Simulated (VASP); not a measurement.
Write the native input for VASP 6.6.1 that does the following.

| Quantity | Value |
| --- | --- |
| Task | single point |
| Functional | PBEsol |
| Potentials or basis | VASP PAW PBE potentials, release 64 (Au) |
| Cutoff | 520 eV |
| k mesh | 20 × 20 × 20 |
| Occupations | gaussian, width 0.15 eV |
| Spin | no spin polarisation |
| Dipole correction | no |
| Further INCAR settings | ALGO = Normal; EDIFF = 1e-06; NBANDS = 12 |

The structure of Au lies in POSCAR:

```
Au
1.0
    0.0000000000      1.9943625000      2.0455000000
    1.9943625000      0.0000000000      2.0455000000
    1.9943625000      1.9943625000      0.0000000000
Au
1
Direct
    0.0000000000      0.0000000000      0.0000000000
```

This cell differs from its parent crystal: strain -0.025 along x and y, +0.000 along z.

One way to write it, as run:

INCAR

```
SYSTEM = Au
PREC = Accurate
ENCUT = 520
EDIFF = 1E-6
ISMEAR = 0
SIGMA = 0.15
LREAL = .FALSE.
LASPH = .TRUE.
NELM = 60
ALGO = Normal
ISIF = 2
LWAVE = .FALSE.
LCHARG = .TRUE.
GGA = PS
LELF = .TRUE.
LVHAR = .TRUE.
NBANDS = 12
```

KPOINTS

```
regular mesh
0
G
  20 20 20
  0 0 0
```

Potentials or basis: VASP PAW PBE potentials, release 64 (Au).

Command:

```bash
$ cat potpaw_PBE.64/Au/POTCAR > POTCAR
$ mpirun -np 1 vasp_std > vasp.out
```

Results of the run:

| Property | Result |
| --- | --- |
| Pressure | 8.6 GPa |

Caveat: the cell differs from its parent crystal (strain -0.025 along x and y, +0.000 along z); the PAW data sets were made with another functional, which shifts forces and pressure a little.

It took 3.2 min on 1 thread of AMD EPYC 7R43 64-Core Processor (Zen 3), on a shared host, peak memory 0.2 GiB.
